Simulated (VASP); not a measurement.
# Rb (Fd-3m) in VASP: notebook

The runs below take Rb through single point, with PBE.

Program: VASP 6.6.1. These are calculated values, not measurements. Logs are shortened: lines on timing, memory, paths and dates and some standing lists are left out, and cuts for length are marked.

## (1) The cell of the first run

Symmetry: Fd-3m, No. 227, cubic system. The conventional cell has a = 10.413 Å, b = 10.413 Å, c = 10.413 Å, α = 90.00°, β = 90.00°, γ = 90.00°.

This isn't the form of Rb at room conditions, which is bcc.

## (2) Single point, PBE

File POSCAR:

```
Rb
1.0
    0.0000000000      5.2062551592      5.2062551592
    5.2062551592      0.0000000000      5.2062551592
    5.2062551592      5.2062551592      0.0000000000
Rb
2
Direct
   -0.1250000000     -0.1250000000     -0.1250000000
    0.1250000000      0.1250000000      0.1250000000
```

File INCAR.step1:

```
SYSTEM = Rb
PREC     = Accurate       ! precision mode
ENCUT    = 520            ! plane-wave cutoff, eV
EDIFF    = 1E-7           ! SCF threshold, eV
ISMEAR   = -1             ! smearing method
SIGMA    = 0.08           ! smearing width, eV
LREAL    = .FALSE.        ! projectors in reciprocal space
LASPH    = .TRUE.         ! aspherical terms in the spheres
NELM     = 100            ! most SCF steps
ALGO     = Normal         ! electronic algorithm
ISIF     = 2              ! what is computed and relaxed
LWAVE    = .FALSE.        ! write WAVECAR
LCHARG   = .TRUE.         ! write CHGCAR
GGA      = PE             ! functional
NBANDS   = 16             ! bands
```

File KPOINTS.step1:

```
regular mesh
0
G
  7 7 7
  0 0 0
```

File INCAR.step2:

```
SYSTEM = Rb
PREC     = Accurate       ! precision mode
ENCUT    = 520            ! plane-wave cutoff, eV
EDIFF    = 1E-7           ! SCF threshold, eV
ISMEAR   = -5             ! smearing method
SIGMA    = 0.08           ! smearing width, eV
LREAL    = .FALSE.        ! projectors in reciprocal space
LASPH    = .TRUE.         ! aspherical terms in the spheres
NELM     = 100            ! most SCF steps
ALGO     = Normal         ! electronic algorithm
ISIF     = 2              ! what is computed and relaxed
LWAVE    = .FALSE.        ! write WAVECAR
LCHARG   = .FALSE.        ! write CHGCAR
GGA      = PE             ! functional
LORBIT   = 10             ! projections on sites
NEDOS    = 1001           ! points of the DOS
ICHARG   = 11             ! starting density
```

File KPOINTS.step2:

```
regular mesh
0
G
  11 11 11
  0 0 0
```

Potentials or basis: VASP PAW PBE potentials, release 64 (Rb_sv).

Command:

```console
$ cat potpaw_PBE.64/Rb_sv/POTCAR > POTCAR
$ cp INCAR.step1 INCAR
$ cp KPOINTS.step1 KPOINTS
$ mpirun -np 1 vasp_std > vasp.out
$ cp INCAR.step2 INCAR
$ cp KPOINTS.step2 KPOINTS
$ mpirun -np 1 vasp_std > vasp.out
```

OUTCAR:

```text
SYSTEM = Rb
   PREC = Accurate
   ENCUT = 520
   EDIFF = 1E-7
   ISMEAR = -5
   LREAL = .FALSE.
   LASPH = .TRUE.
   NELM = 100
   ISIF = 2
   GGA = PE
   LORBIT = 10
   ICHARG = 11

 ion  position               nearest neighbor table
   1  0.875  0.875  0.875-   2 4.51   2 4.51   2 4.51   2 4.51
   2  0.125  0.125  0.125-   1 4.51   1 4.51   1 4.51   1 4.51

  LATTYP: Found a face centered cubic cell.
 ALAT       =    10.4125103184

  Lattice vectors:

 A1 = (   0.0000000000,   5.2062551592,   5.2062551592)
 A2 = (   5.2062551592,   0.0000000000,   5.2062551592)
 A3 = (   5.2062551592,   5.2062551592,   0.0000000000)

Analysis of symmetry for initial positions (statically):
=====================================================================
 Subroutine PRICEL returns:
 Original cell was already a primitive cell.

 Routine SETGRP: Setting up the symmetry group for a
 face centered cubic supercell.

 Subroutine GETGRP returns: Found 48 space group operations
 (whereof 12 operations were pure point group operations)
 out of a pool of 48 trial point group operations.

The static configuration has the point symmetry D_3d.
 The point group associated with its full space group is O_h .

Analysis of symmetry for dynamics (positions and initial velocities):
=====================================================================
 Subroutine PRICEL returns:
 Original cell was already a primitive cell.

 Routine SETGRP: Setting up the symmetry group for a
 face centered cubic supercell.

 Subroutine GETGRP returns: Found 48 space group operations
 (whereof 12 operations were pure point group operations)
 out of a pool of 48 trial point group operations.

The dynamic configuration has the point symmetry D_3d.
 The point group associated with its full space group is O_h .

 Subroutine INISYM returns: Found 48 space group operations
 (whereof 12 operations are pure point group operations),
 and found     1 'primitive' translations

----------------------------------------------------------------------------------------

                                     Primitive cell

  volume of cell :     282.2321

  direct lattice vectors                    reciprocal lattice vectors
     0.000000000  5.206255159  5.206255159    -0.096038320  0.096038320  0.096038320
     5.206255159  0.000000000  5.206255159     0.096038320 -0.096038320  0.096038320
     5.206255159  5.206255159  0.000000000     0.096038320  0.096038320 -0.096038320

  length of vectors
     7.362756655  7.362756655  7.362756655     0.166343250  0.166343250  0.166343250

  position of ions in fractional coordinates (direct lattice)
     0.875000000  0.875000000  0.875000000
     0.125000000  0.125000000  0.125000000

  ion indices of the primitive-cell ions
   primitive index   ion index
                 1           1
                 2           2

----------------------------------------------------------------------------------------

 KPOINTS: regular mesh

Automatic generation of k-mesh.
 Grid dimensions read from file:
 generate k-points for:   11   11   11

 Generating k-lattice:

  Cartesian coordinates                     Fractional coordinates (reciprocal lattice)
    -0.008730756  0.008730756  0.008730756     0.090909091  0.000000000  0.000000000
     0.008730756 -0.008730756  0.008730756     0.000000000  0.090909091  0.000000000
     0.008730756  0.008730756 -0.008730756     0.000000000  0.000000000  0.090909091

  Length of vectors
     0.015122114  0.015122114  0.015122114

  Shift w.r.t. Gamma in fractional coordinates (k-lattice)
     0.000000000  0.000000000  0.000000000

 TETIRR: Found    201 inequivalent tetrahedra from     7986

 Subroutine IBZKPT returns following result:
 ===========================================

 Found     56 irreducible k-points:

 Following reciprocal coordinates:
            Coordinates               Weight
  0.000000  0.000000  0.000000      1.000000
  0.090909  0.000000  0.000000      8.000000
  0.181818  0.000000  0.000000      8.000000
  0.272727  0.000000  0.000000      8.000000
  0.363636  0.000000  0.000000      8.000000
  0.454545  0.000000  0.000000      8.000000
[... 16 lines left out ...]
 -0.272727  0.181818  0.000000     24.000000
 -0.181818  0.181818  0.000000     12.000000
 [... further k-points ...]
   k-points           NKPTS =     56   k-points in BZ     NKDIM =     56   number of bands    NBANDS=     13
   number of dos      NEDOS =   1001   number of ions     NIONS =      2
   total plane-waves  NPLWV = 175616
   dimension x,y,z NGX =    56 NGY =   56 NGZ =   56
   dimension x,y,z NGXF=   112 NGYF=  112 NGZF=  112
   ions per type =               2
   NGX,Y,Z   is equivalent  to a cutoff of  12.64, 12.64, 12.64 a.u.
   NGXF,Y,Z  is equivalent  to a cutoff of  25.29, 25.29, 25.29 a.u.
 SYSTEM =  Rb
   PREC   = accura    normal or accurate (medium, high low for compatibility)
   ISTART =      0    job   : 0-new  1-cont  2-samecut
   ICHARG =     11    charge: 1-file 2-atom 10-const
   ISPIN  =      1    spin polarized calculation?
   LNONCOLLINEAR =      F non collinear calculations
   LSORBIT =      F    spin-orbit coupling
   LASPH  =      T    aspherical Exc in radial PAW
   ENCUT  =  520.0 eV  38.22 Ry    6.18 a.u.  13.69 13.69 13.69*2*pi/ulx,y,z
   NELM   =    100;   NELMIN=  2; NELMDL=  0     # of ELM steps
   EDIFF  = 0.1E-06   stopping-criterion for ELM
   LREAL  =      F    real-space projection
   EDIFFG = 0.1E-05   stopping-criterion for IOM
   NSW    =      0    number of steps for IOM
   IBRION =     -1    ionic relax: 0-MD 1-quasi-New 2-CG
   NFREE  =      0    steps in history (QN), initial steepest desc. (CG)
   ISIF   =      2    stress and relaxation
   ISYM   =      2    0-nonsym 1-usesym 2-fastsym
   POTIM  = 0.5000    time-step for ionic-motion
   TEBEG  =    0.0;   TEEND  =   0.0 temperature during run
   PSTRESS=    0.0 pullay stress
   NELECT =      18.0000    total number of electrons
   NUPDOWN=      -1.0000    fix difference up-down
   EMIN   =  10.00;   EMAX   =-10.00  energy-range for DOS
   EFERMI =   0.00;   METHOD = LEGACY
   ISMEAR =    -5;   SIGMA  =   0.08  broadening in eV -4-tet -1-fermi 0-gaus
   EFERMI_NEDOS =   21; number of points for ismear=-14 and -15
   IALGO  =     38    algorithm
   IMIX   =      4    mixing-type and parameters
     AMIX     =   0.40;   BMIX     =  1.00
     AMIX_MAG =   1.60;   BMIX_MAG =  1.00
  volume/ion in A,a.u.               =     141.12       952.30
  Fermi-wavevector in a.u.,A,eV,Ry     =   0.654079  1.236030  5.820836  0.427819
  Thomas-Fermi vector in A             =   1.724523
   LORBIT       =     10    0 simple, 1 ext, 2 COOP (PROOUT), +10 PAW based schemes
   GGA     = PE    functional components
   LHFCALC =     F    Hartree Fock is set to
   AEXX    =    0.0000 exact exchange contribution
   IVDW    =     0    specifies the selected vdW correction
   LEPSILON=     F    determine dielectric tensor
   LRPA    =     F    only Hartree local field effects (RPA)
 non-spin polarized calculation
 Fermi weights with tetrahedron method with Bloechl corrections
  energy-cutoff  :      520.00
  volume of cell :      282.23
 maximum number of plane-waves:      7631

 number of electron      18.0000000 magnetization

 Free energy of the ion-electron system (eV)
  ---------------------------------------------------
  ext. energy  EPLUGINS =         0.00000000
  ---------------------------------------------------
  free energy    TOTEN  =        -1.35125390 eV

  energy without entropy =       -1.35125390  energy(sigma->0) =       -1.35125390

 E-fermi :  -0.6839     XC(G=0):  -4.4084

 val. band max:       -0.6791788151   @ k =  -0.3636   0.4545   0.0909
 cond. band min:      -0.6851324548   @ k =  -0.4545   0.0909   0.0000
 fundamental gap:     -0.0059536397
 Fermi energy:        -0.6839407906

 k-point     1 :       0.0000    0.0000    0.0000
  band No.  band energies     occupation
      1     -30.0402      2.00000
      2     -30.0284      2.00000
      3     -14.1535      2.00000
      4     -14.1535      2.00000
      5     -14.1535      2.00000
      6     -14.0786      2.00000
      7     -14.0786      2.00000
      8     -14.0786      2.00000
      9      -2.2119      2.00000
     10       1.3084      0.00000
     11       1.3084      0.00000
     12       1.3087      0.00000
     13       1.5214      0.00000

 k-point     2 :       0.0909    0.0000    0.0000
  band No.  band energies     occupation
      1     -30.0400      2.00000
      2     -30.0285      2.00000
      3     -14.1542      2.00000
      4     -14.1542      2.00000
      5     -14.1533      2.00000
      6     -14.0790      2.00000
      7     -14.0780      2.00000
      8     -14.0780      2.00000
      9      -2.1725      2.00000
     10       1.0923      0.00000
     11       1.2746      0.00000
     12       1.2746      0.00000
     13       1.5379      0.00000

 k-point     3 :       0.1818    0.0000    0.0000
  band No.  band energies     occupation
      1     -30.0395      2.00000
      2     -30.0290      2.00000
      3     -14.1559      2.00000
      4     -14.1559      2.00000
      5     -14.1528      2.00000
      6     -14.0799      2.00000
      7     -14.0763      2.00000
      8     -14.0763      2.00000
      9      -2.0558      2.00000
     10       0.6525      0.00000
     11       1.2071      0.00000
     12       1.2072      0.00000
     13       1.4553      0.00000
[... 305 lines left out ...]
 k-point    23 :      -0.2727    0.1818    0.0000
  band No.  band energies     occupation
      1     -30.0377      2.00000
      2     -30.0309      2.00000
      3     -14.1655      2.00000
      4     -14.1601      2.00000
      5     -14.1441      2.00000
      6     -14.0892      2.00000
      7     -14.0721      2.00000
      8     -14.0671      2.00000
      9      -1.5732      2.00000
     10      -0.0481      0.00000
     11       0.3847      0.00000
     12       1.0972      0.00000
     13       1.1584      0.00000

 k-point    24 :      -0.1818    0.1818    0.0000
  band No.  band energies     occupation
      1     -30.0385      2.00000
      2     -30.0301      2.00000
      3     -14.1627      2.00000
      4     -14.1580      2.00000
      5     -14.1475      2.00000
      6     -14.0855      2.00000
      7     -14.0742      2.00000
      8     -14.0698      2.00000
      9      -1.8023      2.00000
     10       0.3775      0.00000
     11       0.4639      0.00000
     12       1.1653      0.00000
     13       1.3522      0.00000

 [... further k-points ...]

------------------------ aborting loop because EDIFF is reached ----------------------------------------

  FORCE on cell =-STRESS in cart. coord.  units (eV):
  Direction    XX          YY          ZZ          XY          YZ          ZX
  --------------------------------------------------------------------------------------
  -------------------------------------------------------------------------------------
  Total        0.1033476      0.1033476      0.1033476     -0.0000000     -0.0000000      0.0000000
  in kB        0.5866847      0.5866847      0.5866847     -0.0000000     -0.0000000      0.0000000
  external PRESSURE =       0.5866847 kB  Pullay stress =       0.0000000 kB

 VOLUME and BASIS-vectors are now :
 -----------------------------------------------------------------------------
  energy-cutoff  :      520.00
  volume of cell :      282.23
      direct lattice vectors                 reciprocal lattice vectors
     0.000000000  5.206255159  5.206255159    -0.096038320  0.096038320  0.096038320
     5.206255159  0.000000000  5.206255159     0.096038320 -0.096038320  0.096038320
     5.206255159  5.206255159  0.000000000     0.096038320  0.096038320 -0.096038320

 POSITION                                       TOTAL-FORCE (eV/Angst)
 -----------------------------------------------------------------------------------
      9.11095      9.11095      9.11095         0.000000      0.000000     -0.000000
      1.30156      1.30156      1.30156        -0.000000     -0.000000      0.000000
 -----------------------------------------------------------------------------------
    total drift:                                0.000000      0.000000     -0.000000

  FREE ENERGIE OF THE ION-ELECTRON SYSTEM (eV)
  ---------------------------------------------------
  free  energy   TOTEN  =        -1.3512538984 eV

  energy  without entropy=       -1.3512538984  energy(sigma->0) =       -1.35125390

 total charge

# of ion       s       p       d       tot
------------------------------------------
    1        1.973   5.311   0.003   7.286
    2        1.973   5.311   0.003   7.286
--------------------------------------------------
tot          3.946  10.622   0.005  14.573
```

Run time: 5.6 min. Hardware: 1 thread of Oxide Virtual Turin-like, shared host; peak memory 0.45 GiB.

Results:

* Valence electrons inside the program's atomic spheres: Rb 7.29

Levels at points of the mesh, in eV from the Fermi level:
```tsv
k point	band 7	band 8	band 9	band 10	band 11	band 12
(0.00, 0.00, 0.00)	-13.39	-13.39	-1.53	1.99	1.99	1.99
```

## (3) Single point, PBE (141.12 Å³/atom)

POSCAR is that of step 2.

File INCAR.step1:

```
PREC = Accurate
ENCUT = 520
EDIFF = 1E-6
ISMEAR = -1
SIGMA = 0.08
LREAL = False
LASPH = True
NELM = 80
ALGO = Normal
ISIF = 2
LWAVE = False
LCHARG = True
GGA = PE
NBANDS = 16
```

File KPOINTS.step1:

```
Automatic mesh
0
Gamma
  7 7 7
```

File INCAR.step2:

```
PREC = Accurate
ENCUT = 520
EDIFF = 1E-6
ISMEAR = -5
SIGMA = 0.08
LREAL = False
LASPH = True
NELM = 80
ALGO = Normal
ISIF = 2
LWAVE = False
LCHARG = False
GGA = PE
LORBIT = 11
NBANDS = 16
NEDOS = 2001
ICHARG = 11
```

File KPOINTS.step2:

```
Automatic mesh
0
Gamma
  11 11 11
```

Potentials or basis: VASP PAW PBE potentials, release 64 (Rb_sv).

Command:

```console
$ cat potpaw_PBE.64/Rb_sv/POTCAR > POTCAR
$ cp INCAR.step1 INCAR
$ cp KPOINTS.step1 KPOINTS
$ mpirun -np 1 vasp_std > vasp.out
$ cp INCAR.step2 INCAR
$ cp KPOINTS.step2 KPOINTS
$ mpirun -np 1 vasp_std > vasp.out
```

Run time: 6 min. Hardware: 1 thread of Oxide Virtual Turin-like, shared host; peak memory 0.47 GiB.

It converged, with:

```
Valence electrons inside the program's atomic spheres : Rb 7.29
```

Levels at points of the mesh, in eV from the Fermi level:
```
           k point  band 6  band 7  band 8  band 9  band 10  band 11  band 12  band 13
(0.00, 0.00, 0.00)  -13.39  -13.39  -13.39   -1.53     1.99     1.99     1.99     2.21
```
